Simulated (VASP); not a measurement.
Crystal: ZnS.

```
Zn S
1.0
     0.00000    2.70200    2.70200
     2.70200    0.00000    2.70200
     2.70200    2.70200    0.00000
Zn S
1 1
Direct
  0.75000 0.75000 0.75000
  0.00000 0.00000 0.00000
```

| Quantity | Value |
| --- | --- |
| Program | VASP 6.6.1 |
| Task | relaxation of cell and atoms |
| Functional | BLYP |
| Potentials or basis | VASP PAW PBE potentials, release 64 (Zn, S) |
| Cutoff | 600 eV |
| k mesh | 9 × 9 × 9 |
| Occupations | fermi-dirac, width 0.05 eV |
| Spin | no spin polarisation |

At the start: pressure 5.5 GPa; volume 19.73 Å³/atom.

Where does the relaxation end?

Over 5 steps the energy falls by 25.3 meV/atom and the volume is 21.31 Å³/atom (+8.0 %); space group F-43m (No. 216, to 0.05 Å).

The path:
```csv
step,energy change (eV),largest force (eV/Å),pressure (GPa),volume (Å³)
1,0.0000,0.0000,5.53,39.45
2,-0.0475,0.0000,-1.13,43.47
3,-0.0507,0.0000,0.13,42.60
4,-0.0507,0.0000,-0.10,42.69
5,-0.0507,0.0000,-0.06,42.61
```

Final structure:
```
Zn S
1.0
     0.00000    2.77223    2.77223
     2.77223    0.00000    2.77223
     2.77223    2.77223    0.00000
Zn S
1 1
Direct
  0.75000 0.75000 0.75000
  0.00000 0.00000 0.00000
```

Caveat: the PAW data sets were made with another functional, which shifts forces and pressure a little.
